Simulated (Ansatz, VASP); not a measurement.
# Two plane-wave programs on Pb

```xyz
3
Lattice="5.4093 0.0000 0.0000 -2.7046 4.6846 0.0000 0.0000 0.0000 3.2861" Properties=species:S:1:pos:R:3 pbc="T T T"
Pb    2.7046    4.6846    0.0000
Pb    0.0000    3.1230    1.6430
Pb    2.7046    1.5615    1.6430
```

Alike in both runs: task single point; functional PBEsol; k mesh 8 × 8 × 11; occupations fermi-dirac, width 0.1 eV; no spin polarisation.

|  | VASP | Ansatz |
| --- | --- | --- |
| version | VASP 6.6.1 | Ansatz 0.2.0 |
| potentials or method | VASP PAW PBE potentials, release 64 (Pb_d), cutoff 520 eV | plane waves (420 eV) with PAW, scalar-relativistic |
| valence electrons in the cell | 42 | 42 |

Ansatz gave:

| Quantity | Value |
| --- | --- |
| pressure (GPa) | 4.9 |
| traceless stress, the component that is largest in VASP (GPa) | -1.18 |

Problem. Estimate VASP's values.

Solution. Pressure (GPa): 4.8; traceless stress, the component that is largest in VASP (GPa): -1.17.

VASP's potentials were made for PBE, not for PBEsol, and Ansatz warns of the same on its side.

Spin-orbit coupling is off throughout.
